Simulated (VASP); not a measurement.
# Al16CN14 (a cell with a defect) in VASP: a series of runs

The runs below take Al16CN14 (a cell with a defect) through single point, relaxation of the atoms, with PBE.

Program: VASP 6.6.1. These are calculated values, not measurements. Logs are shortened: lines on timing, memory, paths and dates and some standing lists are left out, and cuts for length are marked.

## (1) The cell of the first run

The cell holds a defect, 31 atoms: a = 6.260 Å, b = 6.260 Å, c = 10.035 Å, α = 90.00°, β = 90.00°, γ = 120.00°.

## (2) Single point, PBE, collinear spin

INCAR

```
SYSTEM = Al16CN14
PREC     = Accurate       ! precision mode
ENCUT    = 520            ! plane-wave cutoff, eV
EDIFF    = 1E-6           ! SCF threshold, eV
ISMEAR   = 0              ! smearing method
SIGMA    = 0.01           ! smearing width, eV
LREAL    = Auto         
LASPH    = .True.         ! aspherical terms in the spheres
NELM     = 200            ! most SCF steps
ALGO     = Normal         ! electronic algorithm
ISIF     = 2              ! what is computed and relaxed
LWAVE    = .False.        ! write WAVECAR
LCHARG   = .False.        ! write CHGCAR
ISPIN    = 2              ! spin polarisation
MAGMOM   = 0.02 0 0 0 0.02 0 0 0 0 0 0 0 0.01 0 0 0 0.02 0.02 0.02 0 0.02 0.01 0 0 0.06 0 0 0.02 0.02 0.01 0.07 ! initial moments
LORBIT   = 11             ! projections on sites
NUPDOWN  = 1.0            ! fixed moment
GGA      = PE             ! functional
NBANDS   = 86             ! bands
NELECT   = 121.0        
GGA_COMPAT= .False.      
ISYM     = -1
```

KPOINTS

```
explicit points
1
Reciprocal
  0.25000000   0.25000000   0.25000000 1
```

POSCAR

```
Al16CN14
1.0
    6.2595139086      0.0000000608      0.0000000000
   -3.1297570086      5.4208980308      0.0000000000
    0.0000000000      0.0000000000     10.0348065900
Al N C
16 14 1
Direct
    0.3394392768      0.1825269628      0.2579578918
    0.1663457371      0.3320737030      0.5011937716
    0.3390259468      0.1739941728      0.7479734173
    0.1624153174      0.3317189546      1.0005032276
    0.3385191018      0.6578498649      0.2595282925
    0.1731928895      0.8365566206      0.5047938170
    0.3385510989      0.6635258535      0.7474247880
    0.1653547020      0.8326191124      0.9587409945
    0.8274330578      0.1648644765      0.2542849891
    0.6757189298      0.3366920595      0.5016209536
    0.8352303766      0.1668804257      0.7507460271
    0.6648578398      0.3299605847      0.9983695137
    0.7980126211      0.6482757268      0.2550300181
    0.6750201303      0.8392997894      0.5015860651
    0.8299663622      0.6640680790      0.7438014707
    0.6654494674      0.8351823532      0.9978871564
    0.3384471008      0.1698951853      0.4418076271
    0.1620484528      0.3305120469      0.1911138429
    0.3315747292      0.1713828948      0.9411745450
    0.1688269681      0.3316704586      0.6901700463
    0.3373194022      0.6707021874      0.4435440149
    0.3322409351      0.6637566374      0.9402862554
    0.1733814357      0.8345813334      0.7002594599
    0.8348482437      0.1690861150      0.4407083741
    0.6582426834      0.3254348361      0.1866762496
    0.8319861086      0.1676396599      0.9405949274
    0.6695780439      0.3301221971      0.6924665803
    0.6601293092      0.8331245430      0.1866734677
    0.8264745054      0.6641152676      0.9408369455
    0.6696729153      0.8345772258      0.6921789258
    0.8440296411      0.6739773372      0.4396840339
```

Potentials or basis: VASP PAW PBE potentials, release 64 (Al, N, C).

Launch:

```bash
cat potpaw_PBE.64/Al/POTCAR potpaw_PBE.64/N/POTCAR potpaw_PBE.64/C/POTCAR > POTCAR
mpirun -np 1 vasp_std > vasp.out
```

OUTCAR:

```text
SYSTEM = Al16CN14
   PREC = Accurate
   ENCUT = 520
   EDIFF = 1E-6
   ISMEAR = 0
   LREAL = Auto
   LASPH = .True.
   NELM = 200
   ISIF = 2
   ISPIN = 2
   LORBIT = 11
   NUPDOWN = 1.0
   GGA = PE
   NELECT = 121.0
   ISYM = -1

 ion  position               nearest neighbor table
   1  0.339  0.183  0.258-  17 1.85  25 1.87  18 1.89  13 2.89   5 2.98   2 3.00  10 3.05   6 3.11
                             9 3.11   4 3.13  12 3.15   9 3.15   5 3.28
   2  0.166  0.332  0.501-  20 1.90  24 1.90  17 1.91  21 1.92   5 3.00   1 3.00   7 3.06   3 3.06
                            14 3.08  11 3.08   9 3.08  10 3.09   6 3.12   6 3.14  10 3.17  14 3.18
   3  0.339  0.174  0.748-  20 1.87  27 1.88  23 1.90  19 1.94   8 2.81   6 3.05   2 3.06   7 3.07
                            15 3.07  12 3.07  10 3.07   4 3.12  11 3.13  11 3.13  15 3.19   7 3.19
   4  0.162  0.332  0.001-  19 1.88  26 1.89  22 1.90  18 1.91  11 3.07  12 3.11  16 3.11   7 3.11
                             3 3.12   9 3.13   1 3.13   5 3.14  16 3.15  12 3.15   8 3.15   8 3.16
   5  0.339  0.658  0.260-  21 1.85  28 1.89  18 1.90  13 2.91   1 2.98   2 3.00  14 3.04   6 3.09
                             9 3.12   9 3.14   4 3.14  16 3.17   1 3.28  13 3.35
   6  0.173  0.837  0.505-  21 1.89  31 1.90  17 1.91  23 1.96  15 3.04   7 3.05   3 3.05   5 3.09
                             1 3.11  10 3.12   2 3.12  14 3.13  14 3.13   2 3.14  10 3.14  13 3.23
   7  0.339  0.664  0.747-  30 1.88  23 1.88  20 1.89  22 1.94   8 2.82   6 3.05   2 3.06   3 3.07
                            14 3.07  15 3.07  16 3.08   4 3.11  11 3.13  11 3.13  15 3.19   3 3.19
   8  0.165  0.833  0.959-  22 1.83  19 1.84  29 1.85   3 2.81   7 2.82  15 2.82  12 3.15  16 3.15
                             4 3.15   4 3.16  16 3.16  12 3.16
   9  0.827  0.165  0.254-  24 1.87  25 1.91  18 1.92  28 1.92  10 3.04  14 3.05   2 3.08   1 3.11
                             5 3.12  13 3.12  12 3.12   4 3.13  16 3.13   5 3.14  13 3.15   1 3.15
  10  0.676  0.337  0.502-  24 1.87  27 1.92  17 1.92  31 1.93  13 3.00  15 3.01   9 3.04   1 3.05
                            11 3.07   3 3.07   2 3.09  14 3.11   6 3.12   6 3.14  14 3.15   2 3.17
  11  0.835  0.167  0.751-  27 1.88  30 1.89  26 1.91  20 1.91  16 3.06  14 3.07   4 3.07  10 3.07
                            12 3.07   2 3.08   3 3.13  15 3.13   7 3.13   7 3.13   3 3.13  15 3.13
  12  0.665  0.330  0.998-  26 1.88  25 1.89  19 1.90  29 1.90   3 3.07  11 3.07  16 3.10  13 3.10
                             4 3.11   9 3.12  15 3.13   8 3.15   1 3.15   4 3.15  16 3.16   8 3.16
  13  0.798  0.648  0.255-  31 1.87  25 1.88  28 1.88   1 2.89   5 2.91  10 3.00  14 3.01  12 3.10
                            16 3.11   9 3.12   9 3.15   6 3.23   5 3.35
  14  0.675  0.839  0.502-  24 1.89  30 1.91  31 1.92  21 1.92  13 3.01  15 3.02   5 3.04   9 3.05
                            11 3.07   7 3.07   2 3.08  10 3.11   6 3.13   6 3.13  10 3.15   2 3.18
  15  0.830  0.664  0.744-  30 1.87  27 1.88  23 1.91  29 1.98   8 2.82  10 3.01  14 3.02   6 3.04
                             3 3.07   7 3.07  11 3.13  12 3.13  11 3.13  16 3.13   7 3.19   3 3.19
  16  0.665  0.835  0.998-  29 1.89  26 1.89  28 1.89  22 1.90  11 3.06   7 3.08  12 3.10   4 3.11
                            13 3.11  15 3.13   9 3.13   8 3.15   4 3.15  12 3.16   8 3.16   5 3.17
  17  0.338  0.170  0.442-   1 1.85   2 1.91   6 1.91  10 1.92
  18  0.162  0.331  0.191-   1 1.89   5 1.90   4 1.91   9 1.92
  19  0.332  0.171  0.941-   8 1.84   4 1.88  12 1.90   3 1.94
  20  0.169  0.332  0.690-   3 1.87   7 1.89   2 1.90  11 1.91
  21  0.337  0.671  0.444-   5 1.85   6 1.89  14 1.92   2 1.92
  22  0.332  0.664  0.940-   8 1.83  16 1.90   4 1.90   7 1.94
  23  0.173  0.835  0.700-   7 1.88   3 1.90  15 1.91   6 1.96
  24  0.835  0.169  0.441-   9 1.87  10 1.87  14 1.89   2 1.90
  25  0.658  0.325  0.187-   1 1.87  13 1.88  12 1.89   9 1.91
  26  0.832  0.168  0.941-  12 1.88   4 1.89  16 1.89  11 1.91
  27  0.670  0.330  0.692-  11 1.88   3 1.88  15 1.88  10 1.92
[... 45 lines left out ...]
  ---------------------------------------------------
  free energy    TOTEN  =      -232.31855033 eV

  energy without entropy =     -232.31855033  energy(sigma->0) =     -232.31855033

 E-fermi :   6.3287     XC(G=0): -10.6731

 val. band max:        6.5723005985   @ k =   0.2500   0.2500   0.2500
 cond. band min:       7.5404748571   @ k =   0.2500   0.2500   0.2500
 fundamental gap:      0.9681742587
 Fermi energy:         6.6522907663

 spin component 1

 k-point     1 :       0.2500    0.2500    0.2500
  band No.  band energies     occupation
      1      -8.7594      1.00000
      2      -8.3300      1.00000
      3      -8.2271      1.00000
      4      -8.0664      1.00000
      5      -7.8038      1.00000
      6      -7.7142      1.00000
[... 64 lines left out ...]
     71      12.5558      0.00000
     72      12.6602      0.00000
 Fermi energy:         6.3287212343

 spin component 2

 k-point     1 :       0.2500    0.2500    0.2500
  band No.  band energies     occupation
      1      -8.7357      1.00000
      2      -8.3046      1.00000
      3      -8.2047      1.00000
      4      -8.0467      1.00000
      5      -7.7862      1.00000
      6      -7.6902      1.00000
[... 64 lines left out ...]
     71      12.5794      0.00000
     72      12.6908      0.00000
 [bands above 72 left out]

------------------------ aborting loop because EDIFF is reached ----------------------------------------

  FORCE on cell =-STRESS in cart. coord.  units (eV):
  Direction    XX          YY          ZZ          XY          YZ          ZX
  --------------------------------------------------------------------------------------
  -------------------------------------------------------------------------------------
  Total       -0.0697772     -8.7412734     -1.0123201     -6.5032636      1.0272276      1.8048078
  in kB       -0.3283245    -41.1305419     -4.7632963    -30.5999757      4.8334410      8.4922091
  external PRESSURE =     -15.4073876 kB  Pullay stress =       0.0000000 kB

 VOLUME and BASIS-vectors are now :
 -----------------------------------------------------------------------------
  energy-cutoff  :      520.00
  volume of cell :      340.50
      direct lattice vectors                 reciprocal lattice vectors
     6.259513909  0.000000061  0.000000000     0.159756813  0.092235641  0.000000000
    -3.129757009  5.420898031  0.000000000    -0.000000002  0.184471279  0.000000000
     0.000000000  0.000000000 10.034806590     0.000000000  0.000000000  0.099653141

 POSITION                                       TOTAL-FORCE (eV/Angst)
 -----------------------------------------------------------------------------------
      1.55346      0.98946      2.58856         0.013243      0.015152     -0.007297
      0.00193      1.80014      5.02938         0.007135     -0.003135     -0.011518
      1.57758      0.94320      7.50577         0.005076     -0.010278     -0.009091
     -0.02156      1.79821      0.00505         0.001751      0.000750      0.002293
      0.06005      3.56614      2.60432         0.021371     -0.003012     -0.013608
     -1.53412      4.53489      5.06551         0.005931      0.003755     -0.019736
[... 23 lines left out ...]
      1.57980      4.52416      6.94588        -0.004060      0.004121      0.006184
      3.17383      3.65356      4.41214        -0.021986     -0.015963      0.002917
 -----------------------------------------------------------------------------------
    total drift:                                0.007049      0.003759     -0.017884

  FREE ENERGIE OF THE ION-ELECTRON SYSTEM (eV)
  ---------------------------------------------------
  free  energy   TOTEN  =      -232.3185503334 eV

  energy  without entropy=     -232.3185503334  energy(sigma->0) =     -232.31855033

 total charge

# of ion       s       p       d       tot
------------------------------------------
    1        0.376   0.399   0.000   0.775
    2        0.370   0.422   0.000   0.792
    3        0.373   0.434   0.000   0.807
    4        0.370   0.426   0.000   0.796
    5        0.388   0.394   0.000   0.782
    6        0.381   0.432   0.000   0.813
[... 23 lines left out ...]
   30        1.231   2.619   0.000   3.851
   31        0.869   1.657   0.000   2.526
--------------------------------------------------
tot         24.163  44.974   0.000  69.137

 magnetization (x)

# of ion       s       p       d       tot
------------------------------------------
    1        0.007   0.025   0.000   0.032
    2        0.000   0.001   0.000   0.001
    3        0.000   0.001   0.000   0.002
    4       -0.000  -0.000   0.000  -0.000
    5        0.011   0.031   0.000   0.042
    6        0.003   0.001   0.000   0.004
[... 23 lines left out ...]
   30        0.001   0.005   0.000   0.006
   31        0.003   0.055   0.000   0.058
--------------------------------------------------
tot          0.037   0.302   0.000   0.338
```

Wall time 2.4 min (1 thread of AMD EPYC 7R13 (Zen 3), shared host); peak memory 0.54 GiB.

What came out:

| Item | Value |
| --- | --- |
| Free energy | -232.3186 eV |
| Largest force | 0.027 eV/Å |
| Net moment | 1.00 μB per cell |
| Site moments | Al +0.03, +0.00, -0.00, +0.04, +0.01 (each value once); N +0.02, +0.01, +0.00, -0.00, +0.05 (each value once); C +0.06 μB |
| Valence electrons inside the program's atomic spheres | Al 0.78, 0.79, 0.81, 0.80, 0.83 (each value once); N 3.83, 3.82, 3.85, 3.84, 3.86 (each value once); C 2.53 |

Forces on the atoms (eV/Å):
```
Al   0.013  0.015 -0.007
Al   0.007 -0.003 -0.012
Al   0.005 -0.010 -0.009
Al   0.002  0.001  0.002
Al   0.021 -0.003 -0.014
Al   0.006  0.004 -0.020
Al   0.001  0.002 -0.001
Al  -0.012 -0.003  0.005
Al  -0.004 -0.001 -0.009
Al   0.006  0.002 -0.005
Al   0.005 -0.005  0.006
Al  -0.007  0.006  0.006
Al  -0.005  0.002  0.020
Al   0.001  0.010 -0.003
Al   0.003  0.003 -0.004
Al  -0.005 -0.004 -0.001
N   -0.002 -0.006  0.018
N   -0.010 -0.001 -0.010
N    0.010  0.005  0.002
N   -0.002  0.004  0.009
N   -0.006  0.002  0.020
N    0.011 -0.001  0.008
N   -0.006  0.007  0.011
N   -0.004 -0.006  0.000
N    0.008 -0.002 -0.016
N    0.004 -0.002 -0.005
N   -0.007 -0.005  0.008
N   -0.001  0.008 -0.009
N   -0.006 -0.005 -0.001
N   -0.004  0.004  0.006
C   -0.022 -0.016  0.003
```

Caveat: the cell carries a net charge on a neutralising background, which shifts energy and pressure; the cell is charged against a uniform background, so pressure and absolute levels hang on convention; the total moment is fixed, so each spin has its own Fermi level and the state may be an excited one.

## (3) Relaxation of the atoms, PBE, collinear spin

INCAR

```
SYSTEM = Al16CN14
  ALGO = Normal
  EDIFF = 1E-7
  EDIFFG = -0.03
  ENCUT = 520
  GGA = PE
  GGA_COMPAT = .False.
  IBRION = 2
  ISIF = 2
  ISMEAR = 0
  ISPIN = 2
  ISYM = -1
  LASPH = .True.
  LCHARG = .False.
  LORBIT = 11
  LREAL = Auto
  LWAVE = .False.
  MAGMOM = 0.02 0 0 0 0.02 0 0 0 0 0 0 0 0.01 0 0 0 0.02 0.02 0.02 0 0.02 0.01 0 0 0.06 0 0 0.02 0.02 0.01 0.07
  NELECT = 121.0
  NELM = 200
  NELMIN = 4
  NSW = 100
  NUPDOWN = 1.0
  PREC = Accurate
  SIGMA = 0.01
```

KPOINTS is that of step 2.

POSCAR

```
Al16CN14
1.0
    6.2595139100      0.0000000600      0.0000000000
   -3.1297570100      5.4208980300      0.0000000000
    0.0000000000      0.0000000000     10.0348065900
Al N C
16 14 1
Direct
    0.3333333300      0.1666666700      0.2496176900
    0.1666666700      0.3333333300      0.4996176900
    0.3333333300      0.1666666700      0.7496176900
    0.1666666700      0.3333333300      0.9996176900
    0.3333333300      0.6666666700      0.2496176900
    0.1666666700      0.8333333300      0.4996176900
    0.3333333300      0.6666666700      0.7496176900
    0.1666666700      0.8333333300      0.9996176900
    0.8333333300      0.1666666700      0.2496176900
    0.6666666700      0.3333333300      0.4996176900
    0.8333333300      0.1666666700      0.7496176900
    0.6666666700      0.3333333300      0.9996176900
    0.8333333300      0.6666666700      0.2496176900
    0.6666666700      0.8333333300      0.4996176900
    0.8333333300      0.6666666700      0.7496176900
    0.6666666700      0.8333333300      0.9996176900
    0.3333333300      0.1666666700      0.4403823100
    0.1666666700      0.3333333300      0.1903823100
    0.3333333300      0.1666666700      0.9403823100
    0.1666666700      0.3333333300      0.6903823100
    0.3333333300      0.6666666700      0.4403823100
    0.3333333300      0.6666666700      0.9403823100
    0.1666666700      0.8333333300      0.6903823100
    0.8333333300      0.1666666700      0.4403823100
    0.6666666700      0.3333333300      0.1903823100
    0.8333333300      0.1666666700      0.9403823100
    0.6666666700      0.3333333300      0.6903823100
    0.6666666700      0.8333333300      0.1903823100
    0.8333333300      0.6666666700      0.9403823100
    0.6666666700      0.8333333300      0.6903823100
    0.8333333300      0.6666666700      0.4403823100
```

Potentials or basis: VASP PAW PBE potentials, release 64 (Al, N, C).

Launch:

```bash
cat potpaw_PBE.64/Al/POTCAR potpaw_PBE.64/N/POTCAR potpaw_PBE.64/C/POTCAR > POTCAR
mpirun -np 1 vasp_std > vasp.out
```

Run time: 35 min. Hardware: 1 thread of AMD EPYC 7R13 (Zen 3), shared host; peak memory 0.58 GiB.

Results (log left out):

| Item | Value |
| --- | --- |
| Free energy | -232.3186 eV |
| Energy gained by relaxing | 25.9 meV/atom |
| Ionic steps | 24 |
| Largest force after relaxing | 0.027 eV/Å |
| Net moment | 1.00 μB per cell |
| Site moments | Al +0.03, +0.00, -0.00, +0.04, +0.01 (each value once); N +0.02, +0.01, +0.00, -0.00, +0.05 (each value once); C +0.06 μB |
| Valence electrons inside the program's atomic spheres | Al 0.78, 0.79, 0.81, 0.80, 0.83 (each value once); N 3.83, 3.82, 3.84, 3.85, 3.86 (each value once); C 2.53 |

Forces in eV/Å, atoms in the order of the input:
```
Al  -0.007 -0.008  0.011
Al   0.000  0.003  0.012
Al  -0.007  0.005  0.003
Al  -0.006  0.006  0.001
Al   0.003  0.002  0.011
Al   0.010 -0.002  0.002
Al   0.011 -0.005 -0.018
Al  -0.005 -0.002 -0.010
Al  -0.003 -0.007  0.026
Al  -0.003  0.005  0.002
Al   0.006  0.000 -0.016
Al  -0.003 -0.002 -0.002
Al   0.004  0.002  0.017
Al   0.001  0.001  0.004
Al   0.004  0.007 -0.018
Al  -0.003 -0.006 -0.003
N   -0.001  0.012  0.003
N    0.001  0.004 -0.001
N   -0.005  0.009 -0.009
N    0.006 -0.008 -0.014
N   -0.002 -0.003 -0.002
N   -0.001 -0.003 -0.002
N    0.001  0.005  0.019
N    0.002  0.000 -0.003
N   -0.005  0.004  0.006
N    0.001 -0.003 -0.004
N   -0.002 -0.008 -0.005
N    0.003 -0.003  0.002
N   -0.001 -0.003  0.008
N    0.003  0.000 -0.004
C   -0.002 -0.002 -0.012
```

Step by step:
```
step  energy change (eV)  largest force (eV/Å)  pressure (GPa)
   1              0.0000                1.3642           -3.89
   2             -0.2797                0.8591           -3.25
   3             -0.3148                0.6037           -3.48
   4             -0.4219                0.6942           -3.06
   5             -0.4521                1.1627           -2.63
   6             -0.5035                1.2177           -2.41
   7             -0.5652                1.0504           -1.76
   8             -0.6364                0.5527           -1.71
   9             -0.6700                0.5708           -1.60
  10             -0.7074                0.3655           -1.65
  11             -0.7375                0.3928           -1.73
  12             -0.7569                0.2982           -1.73
  13             -0.7655                0.2860           -1.72
  14             -0.7755                0.2331           -1.69
  15             -0.7819                0.1937           -1.63
  16             -0.7901                0.1630           -1.59
  17             -0.7928                0.1476           -1.55
  18             -0.7973                0.0918           -1.53
  19             -0.7982                0.0796           -1.52
  20             -0.8005                0.0656           -1.52
  21             -0.8007                0.0767           -1.52
  22             -0.8019                0.0379           -1.53
  23             -0.8019                0.0456           -1.53
  24             -0.8022                0.0275           -1.53
```

Final structure:
```xyz
31
Lattice="6.2595 0.0000 0.0000 -3.1298 5.4209 0.0000 0.0000 0.0000 10.0348" Properties=species:S:1:pos:R:3 pbc="T T T"
Al    1.5580    0.9955    2.5872
Al    0.0015    1.7989    5.0287
Al    1.5771    0.9396    7.5052
Al   -0.0187    1.7984    0.0037
Al    0.0649    3.5665    2.6018
Al   -1.5384    4.5314    5.0614
Al    0.0387    3.5981    7.5020
Al   -1.5712    4.5131    9.6330
Al    4.6658    0.8958    2.5487
Al    3.1751    1.8216    5.0350
Al    4.7054    0.9046    7.5356
Al    3.1304    1.7902   10.0170
Al    2.9678    3.5164    2.5600
Al    1.5951    4.5497    5.0345
Al    3.1160    3.6001    7.4645
Al    1.5522    4.5287   10.0125
N     1.5855    0.9177    4.4321
N    -0.0172    1.7926    1.9160
N     1.5416    0.9275    9.4457
N     0.0181    1.7986    6.9276
N     0.0100    3.6348    4.4492
N     0.0023    3.5994    9.4378
N    -1.5291    4.5230    7.0222
N     4.6957    0.9155    4.4208
N     3.1058    1.7671    1.8707
N     4.6850    0.9101    9.4396
N     3.1569    1.7887    6.9507
N     1.5272    4.5188    1.8714
N     3.0950    3.6010    9.4406
N     1.5773    4.5244    6.9480
C     3.1673    3.6488    4.4140
```

Caveat: the cell carries a net charge on a neutralising background, which shifts energy and pressure; the cell is charged against a uniform background, so pressure and absolute levels hang on convention; the total moment is fixed, so each spin has its own Fermi level and the state may be an excited one.
